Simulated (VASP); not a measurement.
# Ir (P6_3/mmc) in VASP: further runs

The runs below take Ir through single point, with PBEsol.

Program: VASP 6.6.1. These are calculated values, not measurements. Logs are shortened: lines on timing, memory, paths and dates and some standing lists are left out, and cuts for length are marked.

## (1) The cell of the first run

Symmetry: P6_3/mmc, No. 194, hexagonal system. The conventional cell has a = 2.605 Å, b = 2.605 Å, c = 4.224 Å, α = 90.00°, β = 90.00°, γ = 120.00°. Within 3.4 Å of Ir (site symmetry -6m2) lie 12 Ir at 2.59 to 2.61 Å.

## (2) Single point, PBEsol, collinear spin, ferromagnetic start

The input, INCAR:

```
SYSTEM = Ir
  PREC = Accurate
  ENCUT = 520
  EDIFF = 1E-6
  ISMEAR = 0
  SIGMA = 0.15
  LREAL = .False.
  LASPH = .True.
  NELM = 150
  ALGO = Normal
  ISIF = 2
  LWAVE = .False.
  LCHARG = .False.
  ISPIN = 2
  MAGMOM = 0.5 0.5
  LORBIT = 11
  NUPDOWN = 1.0
  LMAXMIX = 4
  GGA = PS
  NBANDS = 20
```

The input, KPOINTS:

```
regular mesh
0
Gamma
  21 21 12
  0 0 0
```

The input, POSCAR:

```
Ir
1.0
    2.6053845842      0.0000000000      0.0000000000
   -1.3026922921      2.2563292365      0.0000000000
    0.0000000000      0.0000000000      4.2241311110
Ir
2
Direct
    0.6666666667      0.3333333333      0.7500000000
    0.3333333333      0.6666666667      0.2500000000
```

Potentials or basis: VASP PAW PBE potentials, release 64 (Ir).

The run is started by

```bash
cat potpaw_PBE.64/Ir/POTCAR > POTCAR
mpirun -np 1 vasp_std > vasp.out
```

OUTCAR:

```text
SYSTEM = Ir
   PREC = Accurate
   ENCUT = 520
   EDIFF = 1E-6
   ISMEAR = 0
   LREAL = .False.
   LASPH = .True.
   NELM = 150
   ISIF = 2
   ISPIN = 2
   LORBIT = 11
   NUPDOWN = 1.0
   GGA = PS

 ion  position               nearest neighbor table
   1  0.667  0.333  0.750-   2 2.59   2 2.59   2 2.59   2 2.59   2 2.59   2 2.59
   2  0.333  0.667  0.250-   1 2.59   1 2.59   1 2.59   1 2.59   1 2.59   1 2.59

  LATTYP: Found a hexagonal cell.
 ALAT       =     2.6053845842
 C/A-ratio  =     1.6213080927

  Lattice vectors:

 A1 = (   2.6053845842,   0.0000000000,   0.0000000000)
 A2 = (  -1.3026922921,   2.2563292365,   0.0000000000)
 A3 = (   0.0000000000,   0.0000000000,   4.2241311110)

Analysis of symmetry for initial positions (statically):
=====================================================================
 Subroutine PRICEL returns:
 Original cell was already a primitive cell.

 Routine SETGRP: Setting up the symmetry group for a
 hexagonal supercell.

 Subroutine GETGRP returns: Found 24 space group operations
 (whereof 12 operations were pure point group operations)
 out of a pool of 24 trial point group operations.

The static configuration has the point symmetry D_3d.
 The point group associated with its full space group is D_6h.

Analysis of symmetry for dynamics (positions and initial velocities):
=====================================================================
 Subroutine PRICEL returns:
 Original cell was already a primitive cell.

 Routine SETGRP: Setting up the symmetry group for a
 hexagonal supercell.

 Subroutine GETGRP returns: Found 24 space group operations
 (whereof 12 operations were pure point group operations)
 out of a pool of 24 trial point group operations.

The dynamic configuration has the point symmetry D_3d.
 The point group associated with its full space group is D_6h.

Analysis of structural, dynamic, and magnetic symmetry:
=====================================================================
 Subroutine PRICEL returns:
 Original cell was already a primitive cell.

 Routine SETGRP: Setting up the symmetry group for a
 hexagonal supercell.

 Subroutine GETGRP returns: Found 24 space group operations
 (whereof 12 operations were pure point group operations)
 out of a pool of 24 trial point group operations.

The overall configuration has the point symmetry D_3d.
 The point group associated with its full space group is D_6h.

 Subroutine INISYM returns: Found 24 space group operations
 (whereof 12 operations are pure point group operations),
 and found     1 'primitive' translations

----------------------------------------------------------------------------------------

                                     Primitive cell

  volume of cell :      24.8320

  direct lattice vectors                    reciprocal lattice vectors
     2.605384584  0.000000000  0.000000000     0.383820495  0.221598866  0.000000000
    -1.302692292  2.256329237  0.000000000     0.000000000  0.443197732  0.000000000
     0.000000000  0.000000000  4.224131111     0.000000000  0.000000000  0.236735076

  length of vectors
     2.605384584  2.605384584  4.224131111     0.443197732  0.443197732  0.236735076

  position of ions in fractional coordinates (direct lattice)
     0.666666667  0.333333333  0.750000000
     0.333333333  0.666666667  0.250000000

  ion indices of the primitive-cell ions
   primitive index   ion index
                 1           1
                 2           2

----------------------------------------------------------------------------------------

 KPOINTS: regular mesh

Automatic generation of k-mesh.
 Grid dimensions read from file:
 generate k-points for:   21   21   12

 Generating k-lattice:

  Cartesian coordinates                     Fractional coordinates (reciprocal lattice)
     0.018277166  0.010552327  0.000000000     0.047619048  0.000000000  0.000000000
     0.000000000  0.021104654  0.000000000     0.000000000  0.047619048  0.000000000
     0.000000000  0.000000000  0.019727923     0.000000000  0.000000000  0.083333333

  Length of vectors
     0.021104654  0.021104654  0.019727923

  Shift w.r.t. Gamma in fractional coordinates (k-lattice)
     0.000000000  0.000000000  0.000000000

 Subroutine IBZKPT returns following result:
 ===========================================

 Found    336 irreducible k-points:

 Following reciprocal coordinates:
            Coordinates               Weight
  0.000000  0.000000  0.000000      1.000000
  0.047619  0.000000  0.000000      6.000000
  0.095238  0.000000  0.000000      6.000000
  0.142857  0.000000  0.000000      6.000000
  0.190476  0.000000  0.000000      6.000000
  0.238095  0.000000  0.000000      6.000000
[... 16 lines left out ...]
  0.142857  0.095238  0.000000     12.000000
  0.190476  0.095238  0.000000     12.000000
 [... further k-points ...]
   k-points           NKPTS =    336   k-points in BZ     NKDIM =    336   number of bands    NBANDS=     20
   number of dos      NEDOS =    301   number of ions     NIONS =      2
   total plane-waves  NPLWV =  12800
   dimension x,y,z NGX =    20 NGY =   20 NGZ =   32
   dimension x,y,z NGXF=    40 NGYF=   40 NGZF=   64
   ions per type =               2
   NGX,Y,Z   is equivalent  to a cutoff of  12.76, 12.76, 12.59 a.u.
   NGXF,Y,Z  is equivalent  to a cutoff of  25.52, 25.52, 25.19 a.u.
 SYSTEM =  Ir
   PREC   = accura    normal or accurate (medium, high low for compatibility)
   ISTART =      0    job   : 0-new  1-cont  2-samecut
   ICHARG =      2    charge: 1-file 2-atom 10-const
   ISPIN  =      2    spin polarized calculation?
   LNONCOLLINEAR =      F non collinear calculations
   LSORBIT =      F    spin-orbit coupling
   LASPH  =      T    aspherical Exc in radial PAW
   ENCUT  =  520.0 eV  38.22 Ry    6.18 a.u.   4.84  4.84  7.85*2*pi/ulx,y,z
   NELM   =    150;   NELMIN=  2; NELMDL= -5     # of ELM steps
   EDIFF  = 0.1E-05   stopping-criterion for ELM
   LREAL  =      F    real-space projection
   EDIFFG = 0.1E-04   stopping-criterion for IOM
   NSW    =      0    number of steps for IOM
   IBRION =     -1    ionic relax: 0-MD 1-quasi-New 2-CG
   NFREE  =      0    steps in history (QN), initial steepest desc. (CG)
   ISIF   =      2    stress and relaxation
   ISYM   =      2    0-nonsym 1-usesym 2-fastsym
   POTIM  = 0.5000    time-step for ionic-motion
   TEBEG  =    0.0;   TEEND  =   0.0 temperature during run
   PSTRESS=    0.0 pullay stress
   NELECT =      18.0000    total number of electrons
   NUPDOWN=       1.0000    fix difference up-down
   EMIN   =  10.00;   EMAX   =-10.00  energy-range for DOS
   EFERMI =   0.00;   METHOD = LEGACY
   ISMEAR =     0;   SIGMA  =   0.15  broadening in eV -4-tet -1-fermi 0-gaus
   EFERMI_NEDOS =   21; number of points for ismear=-14 and -15
   IALGO  =     38    algorithm
   IMIX   =      4    mixing-type and parameters
     AMIX     =   0.40;   BMIX     =  1.00
     AMIX_MAG =   1.60;   BMIX_MAG =  1.00
  volume/ion in A,a.u.               =      12.42        83.79
  Fermi-wavevector in a.u.,A,eV,Ry     =   1.470602  2.779034 29.424908  2.162670
  Thomas-Fermi vector in A             =   2.585839
   LORBIT       =     11    0 simple, 1 ext, 2 COOP (PROOUT), +10 PAW based schemes
   GGA     = PS    functional components
   LHFCALC =     F    Hartree Fock is set to
   AEXX    =    0.0000 exact exchange contribution
   IVDW    =     0    specifies the selected vdW correction
   LEPSILON=     F    determine dielectric tensor
   LRPA    =     F    only Hartree local field effects (RPA)
 spin polarized calculation
 Gauss-broadening in eV      SIGMA  =   0.15
  energy-cutoff  :      520.00
  volume of cell :       24.83
 maximum number of plane-waves:       687
 NGX is ok and might be reduce to    20
   NGX =  9   NGY =  9   NGZ = 15

 number of electron      18.0000003 magnetization       1.0000000

 Free energy of the ion-electron system (eV)
  ---------------------------------------------------
  ext. energy  EPLUGINS =         0.00000000
  ---------------------------------------------------
  free energy    TOTEN  =       -18.64332574 eV

  energy without entropy =      -18.62129669  energy(sigma->0) =      -18.63231121

 E-fermi :  12.4105     XC(G=0): -14.8738

 val. band max:       13.1454914031   @ k =   0.1905   0.0000   0.2500
 cond. band min:      12.4193011082   @ k =   0.2381   0.1429   0.2500
 fundamental gap:     -0.7261902949
 Fermi energy:        13.1464608683

 spin component 1

 k-point     1 :       0.0000    0.0000    0.0000
  band No.  band energies     occupation
      1      -0.0581      1.00000
      2       2.9405      1.00000
      3       7.8231      1.00000
      4       7.9247      1.00000
      5       7.9247      1.00000
      6       8.7514      1.00000
[... 12 lines left out ...]
     19      36.1775      0.00000
     20      36.1775      0.00000
[... 507 lines left out ...]
 k-point    24 :       0.1905    0.0952    0.0000
  band No.  band energies     occupation
      1       2.4025      1.00000
      2       4.6123      1.00000
      3       6.2218      1.00000
      4       6.4091      1.00000
      5       7.8499      1.00000
      6       8.0768      1.00000
[... 12 lines left out ...]
     19      34.7881      0.00000
     20      37.7974      0.00000

 [... further k-points ...]

 spin component 2

 k-point     1 :       0.0000    0.0000    0.0000
  band No.  band energies     occupation
      1       0.0783      1.00000
      2       3.1663      1.00000
      3       8.1426      1.00000
      4       8.2314      1.00000
      5       8.2314      1.00000
      6       9.0673      1.00000
[... 12 lines left out ...]
     19      36.3309      0.00000
     20      36.3309      0.00000
[... 507 lines left out ...]
 k-point    24 :       0.1905    0.0952    0.0000
  band No.  band energies     occupation
      1       2.5477      1.00000
      2       4.8592      1.00000
      3       6.4868      1.00000
      4       6.6673      1.00000
      5       8.1384      1.00000
      6       8.3929      1.00000
[... 12 lines left out ...]
     19      34.9332      0.00000
     20      37.9891      0.00000

 [... further k-points ...]
[... 5 lines left out ...]
  --------------------------------------------------------------------------------------
  -------------------------------------------------------------------------------------
  Total       11.2907168     11.2907168     11.4154238      0.0000000     -0.0000000      0.0000000
  in kB      728.4846387    728.4846387    736.5308147      0.0000000     -0.0000000      0.0000000
  external PRESSURE =     731.1666974 kB  Pullay stress =       0.0000000 kB

 VOLUME and BASIS-vectors are now :
 -----------------------------------------------------------------------------
  energy-cutoff  :      520.00
  volume of cell :       24.83
      direct lattice vectors                 reciprocal lattice vectors
     2.605384584  0.000000000  0.000000000     0.383820495  0.221598866  0.000000000
    -1.302692292  2.256329237  0.000000000     0.000000000  0.443197732  0.000000000
     0.000000000  0.000000000  4.224131111     0.000000000  0.000000000  0.236735076

 POSITION                                       TOTAL-FORCE (eV/Angst)
 -----------------------------------------------------------------------------------
      1.30269      0.75211      3.16810         0.000000     -0.000000      0.000000
     -0.00000      1.50422      1.05603        -0.000000      0.000000      0.000000
 -----------------------------------------------------------------------------------
    total drift:                               -0.000000      0.000000     -0.000000

  FREE ENERGIE OF THE ION-ELECTRON SYSTEM (eV)
  ---------------------------------------------------
  free  energy   TOTEN  =       -18.6433257433 eV

  energy  without entropy=      -18.6212966861  energy(sigma->0) =      -18.63231121

 total charge

# of ion       s       p       d       tot
------------------------------------------
    1        0.752   0.941   7.220   8.912
    2        0.752   0.941   7.220   8.912
--------------------------------------------------
tot          1.504   1.881  14.439  17.824

 magnetization (x)

# of ion       s       p       d       tot
------------------------------------------
    1        0.003   0.008   0.474   0.485
    2        0.003   0.008   0.474   0.485
--------------------------------------------------
tot          0.006   0.015   0.948   0.970
```

Wall time 4.8 min (1 thread of AMD EPYC 7R43 (Zen 3), shared host); peak memory 0.28 GiB.

Results:

```yaml
Free_energy: -18.6433 eV
Pressure: 73.1 GPa
Net_moment: 1.00 μB per cell
Site_moments: Ir +0.48 μB
Valence_electrons_inside_the_program's_atomic_spheres: Ir 8.91
```

Stress tensor (GPa, compression positive):
```
72.85  0.00  0.00
 0.00 72.85  0.00
 0.00  0.00 73.65
```

Caveat: the PAW data sets were made with another functional, which shifts forces and pressure a little; spin-orbit coupling is left out, which moves the levels of the heavy elements; the total moment is fixed, so each spin has its own Fermi level.

## (3) Single point, PBEsol, collinear spin, ferromagnetic start

The input, INCAR:

```
SYSTEM = Ir
ALGO = Fast
EDIFF = 1E-6
ENCUT = 520
GGA = PS
ISIF = 2
ISMEAR = 0
ISPIN = 2
LASPH = .True.
LCHARG = .False.
LMAXMIX = 4
LORBIT = 11
LREAL = .False.
LWAVE = .False.
MAGMOM = 0.7 0.7
NBANDS = 20
NELM = 150
NUPDOWN = 1.4
PREC = Accurate
SIGMA = 0.15
```

The input, KPOINTS:

```
k-points
0
Gamma
  21 21 12
  0 0 0
```

POSCAR is that of step 2.

Potentials or basis: VASP PAW PBE potentials, release 64 (Ir).

The run is started by

```bash
cat potpaw_PBE.64/Ir/POTCAR > POTCAR
mpirun -np 1 vasp_std > vasp.out
```

OUTCAR:

```text
SYSTEM = Ir
   EDIFF = 1E-6
   ENCUT = 520
   GGA = PS
   ISIF = 2
   ISMEAR = 0
   ISPIN = 2
   LASPH = .True.
   LORBIT = 11
   LREAL = .False.
   NELM = 150
   NUPDOWN = 1.4
   PREC = Accurate

 ion  position               nearest neighbor table
   1  0.667  0.333  0.750-   2 2.59   2 2.59   2 2.59   2 2.59   2 2.59   2 2.59
   2  0.333  0.667  0.250-   1 2.59   1 2.59   1 2.59   1 2.59   1 2.59   1 2.59

  LATTYP: Found a hexagonal cell.
 ALAT       =     2.6053845842
 C/A-ratio  =     1.6213080927

  Lattice vectors:

 A1 = (   2.6053845842,   0.0000000000,   0.0000000000)
 A2 = (  -1.3026922921,   2.2563292365,   0.0000000000)
 A3 = (   0.0000000000,   0.0000000000,   4.2241311110)

Analysis of symmetry for initial positions (statically):
=====================================================================
 Subroutine PRICEL returns:
 Original cell was already a primitive cell.

 Routine SETGRP: Setting up the symmetry group for a
 hexagonal supercell.

 Subroutine GETGRP returns: Found 24 space group operations
 (whereof 12 operations were pure point group operations)
[... 749 lines left out ...]
  band No.  band energies     occupation
      1       0.1068      1.00000
      2       3.2138      1.00000
      3       8.2169      1.00000
      4       8.2991      1.00000
      5       8.2991      1.00000
      6       9.1374      1.00000
[... 541 lines left out ...]
     19      34.9603      0.00000
     20      38.0547      0.00000

 [... further k-points ...]
[... 5 lines left out ...]
  --------------------------------------------------------------------------------------
  -------------------------------------------------------------------------------------
  Total       11.7204128     11.7204128     11.8568444      0.0000000      0.0000000      0.0000000
  in kB      756.2089105    756.2089104    765.0115688      0.0000000      0.0000000      0.0000000
  external PRESSURE =     759.1431299 kB  Pullay stress =       0.0000000 kB

 VOLUME and BASIS-vectors are now :
 -----------------------------------------------------------------------------
  energy-cutoff  :      520.00
  volume of cell :       24.83
      direct lattice vectors                 reciprocal lattice vectors
     2.605384584  0.000000000  0.000000000     0.383820495  0.221598866  0.000000000
    -1.302692292  2.256329237  0.000000000     0.000000000  0.443197732  0.000000000
     0.000000000  0.000000000  4.224131111     0.000000000  0.000000000  0.236735076

 POSITION                                       TOTAL-FORCE (eV/Angst)
 -----------------------------------------------------------------------------------
      1.30269      0.75211      3.16810        -0.000000     -0.000000      0.000000
     -0.00000      1.50422      1.05603         0.000000      0.000000      0.000000
 -----------------------------------------------------------------------------------
    total drift:                               -0.000000      0.000000     -0.000000

  FREE ENERGIE OF THE ION-ELECTRON SYSTEM (eV)
  ---------------------------------------------------
  free  energy   TOTEN  =       -18.4650503222 eV

  energy  without entropy=      -18.4442328851  energy(sigma->0) =      -18.45464160

 total charge

# of ion       s       p       d       tot
------------------------------------------
    1        0.752   0.939   7.222   8.914
    2        0.752   0.939   7.222   8.914
--------------------------------------------------
tot          1.505   1.878  14.444  17.827

 magnetization (x)

# of ion       s       p       d       tot
------------------------------------------
    1        0.005   0.011   0.663   0.679
    2        0.005   0.011   0.663   0.679
--------------------------------------------------
tot          0.009   0.022   1.327   1.358
```

stdout:

```text
POSCAR found type information on POSCAR Ir
 POSCAR found :  1 types and       2 ions
 scaLAPACK will be used
 -----------------------------------------------------------------------------
|                                                                             |
|                                                                             |
|     You enforced a specific xc type in the INCAR file but a different       |
|     I HOPE YOU KNOW WHAT YOU ARE DOING!                                     |
|                                                                             |
 -----------------------------------------------------------------------------

 LDA part: xc-table for (Slater+PW92), standard interpolation
 POSCAR, INCAR and KPOINTS ok, starting setup
 FFT: planning ... GRIDC
 FFT: planning ... GRID_SOFT
 FFT: planning ... GRID
 WAVECAR not read
 entering main loop
```

Run time: 5.6 min. Hardware: 1 thread of AMD EPYC 7R43 (Zen 3), shared host; peak memory 0.29 GiB.

What came out:

```
Free energy                                           : -18.4651 eV
Pressure                                              : 75.9 GPa
Net moment                                            : 1.40 μB per cell
Site moments                                          : Ir +0.68 μB
Valence electrons inside the program's atomic spheres : Ir 8.91
```

Caveat: the PAW data sets were made with another functional, which shifts forces and pressure a little; spin-orbit coupling is left out, which moves the levels of the heavy elements; the total moment is fixed, so each spin has its own Fermi level.
